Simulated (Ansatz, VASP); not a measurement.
# SiB5: VASP beside Ansatz

```
Si B
1.0
     3.51373    0.00000    0.00000
    -1.75687    3.04298    0.00000
     0.00000    0.00000    4.80571
Si B
1 5
Direct
  0.00000 0.00000 0.00000
  0.50000 0.00000 0.50000
  0.50000 0.50000 0.50000
  0.00000 0.50000 0.50000
  0.33333 0.66667 0.00000
  0.66667 0.33333 0.00000
```

Alike in both runs: functional PBE; k mesh 5 × 5 × 4; occupations gaussian, width 0.2 eV; no spin polarisation.

Ansatz relaxed the structure, and its values are those at the end. VASP's run is a single point on that final structure, the one shown.

|  | VASP | Ansatz |
| --- | --- | --- |
| version | VASP 6.6.1 | Ansatz 0.2.0 |
| potentials or method | VASP PAW PBE potentials, release 64 (Si, B), cutoff 500 eV | scalar-relativistic, plane waves, PAW |
| valence electrons in the cell | 19 | 19 |

|  | VASP | Ansatz | Ansatz less VASP |
| --- | --- | --- | --- |
| gap on the k mesh at the Fermi level (eV) | none | none | - |
| pressure (GPa) | 0.2 | 0.3 | +0.07 |

A gap of «none» marks a metal or a gap that the smearing closes. With one functional, cell and mesh, what is left measures potentials, basis and numerics.

The k mesh is coarse, so the values compare programs but aren't converged.
